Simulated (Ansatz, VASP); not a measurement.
**One calculation of GaB2As3, two programs**

```
CELL_PARAMETERS angstrom
3.60727 0.00000 0.00000
-1.80364 3.12399 0.00000
0.00000 0.00000 9.00564
ATOMIC_POSITIONS crystal
Ga 0.33333 0.66667 0.66366
B 0.00000 0.00000 0.01213
B 0.66667 0.33333 0.31694
As 0.00000 0.00000 0.78154
As 0.33333 0.66667 0.39038
As 0.66667 0.33333 0.08534
```

Alike in both runs: task single point; functional PBE; k mesh 12 × 12 × 4; occupations gaussian, width 0.02 eV; no spin polarisation.

|  | VASP | Ansatz |
| --- | --- | --- |
| version | VASP 6.6.1 | Ansatz 0.2.0 |
| potentials or method | VASP PAW PBE potentials, release 64 (Ga_d, B, As), cutoff 520 eV | scalar-relativistic, plane waves, PAW |
| valence electrons in the cell | 34 | 64 |

Ansatz gave:

* gap on the k mesh at the Fermi level (eV): 0.22
* least direct gap on the mesh (eV): 0.42
* pressure (GPa): 0.0
* traceless stress, the component that is largest in VASP (GPa): 0.03
* rms of the force components (eV/Å): 0.003

**Question.** Which values does VASP return?

**Answer.** gap on the k mesh at the Fermi level (eV): 0.21; least direct gap on the mesh (eV): 0.41; pressure (GPa): 0.3; traceless stress, the component that is largest in VASP (GPa): 0.10; rms of the force components (eV/Å): 0.011.

Atom by atom the forces differ by 0.010 eV/Å (rms over components). The functional is the same, so the differences come from potentials, cutoffs and numerics. VASP's potentials hold 34 valence electrons a cell and Ansatz's 64, so a difference there can come from the potentials and not from the codes.
